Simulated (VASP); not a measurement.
Ta3N:

```xyz
4
Lattice="3.0721 0.0000 0.0000 -1.5361 2.6605 0.0000 0.0000 0.0000 7.6232" Properties=species:S:1:pos:R:3 pbc="T T T"
Ta    1.5361    0.8868    6.2973
Ta    0.0000    1.7737    1.3259
Ta    0.0000    0.0000    3.8116
N     0.0000    0.0000    0.0000
```

Base run:

| Item | Value |
| --- | --- |
| Program | VASP 6.6.1 |
| Functional | r2SCAN |
| Potentials or basis | VASP PAW PBE potentials, release 64 (Ta_pv, N) |
| Cutoff | 520 eV |
| k mesh | 10 × 10 × 4 |
| Occupations | fermi-dirac, width 0.05 eV |
| Spin | no spin polarisation |

Its results: band gap on the k mesh zero (band 19 reaches 6.47 eV, above the bottom of band 20 at 6.00 eV); pressure -12.1 GPa; largest force 0.224 eV/Å.

Question: The run is repeated on the same cell with these changes: functional from r2SCAN to PBEsol. What comes out?

Answer: Band gap on the k mesh zero (band 19 reaches 6.46 eV, above the bottom of band 20 at 5.88 eV); pressure -16.2 GPa; largest force 0.561 eV/Å.

Caveats: the PAW data sets were made with another functional, which shifts forces and pressure a little; spin-orbit coupling is left out, which moves the levels of the heavy elements.
